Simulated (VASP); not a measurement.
# Mn: single point with PBE

Crystal: Mn.

```
CELL_PARAMETERS angstrom
2.48365 0.00000 0.00000
-1.24182 2.15090 0.00000
0.00000 0.00000 4.02620
ATOMIC_POSITIONS crystal
Mn 0.66667 0.33333 0.75000
Mn 0.33333 0.66667 0.25000
```

| Quantity | Value |
| --- | --- |
| Program | VASP 6.6.1 |
| Task | single point |
| Functional | PBE |
| Potentials or basis | VASP PAW PBE potentials, release 64 (Mn_pv) |
| Cutoff | 520 eV |
| k mesh | 15 × 15 × 8 |
| Occupations | fermi-dirac, width 0.05 eV |
| Spin | collinear spin, antiferromagnetic start |
| Starting moments | [4.0, -4.0] μB |

```json
{
  "Pressure": "-0.2 GPa",
  "Band gap on the k mesh": "zero (filled and empty bands overlap)",
  "Net moment": "0.00 μB per cell",
  "Site moments": "Mn +0.47, -0.47 μB",
  "Valence electrons inside the program's atomic spheres": "Mn 11.98"
}
```

Levels at points of the mesh, in eV from the Fermi level:
Spin up:
| k point | band 11 | band 12 | band 13 | band 14 | band 15 | band 16 |
| --- | --- | --- | --- | --- | --- | --- |
| (0.00, 0.00, 0.00) | -0.95 | -0.40 | -0.40 | 0.02 | 0.02 | 0.72 |
| (0.00, 0.00, 0.50) | -1.12 | -1.12 | -0.92 | -0.92 | 0.99 | 0.99 |
Spin down:
```csv
k point,band 9,band 10,band 11,band 12,band 13,band 14,band 15,band 16,band 17,band 18
"(0.00, 0.00, 0.00)",-0.99,-0.99,-0.95,-0.40,-0.40,0.02,0.02,0.72,1.68,1.68
"(0.00, 0.00, 0.50)",-1.66,-1.38,-1.12,-1.12,-0.92,-0.92,0.99,0.99,1.44,1.44
```

Wall time 3.2 min on 1 thread of Intel(R) Xeon(R) Platinum 8375C CPU @ 2.90GHz (Ice Lake), on a shared host, peak memory 0.2 GiB.

Caveat: the moment fell far below its start of 4 μB, so a state of higher moment may lie lower in energy.
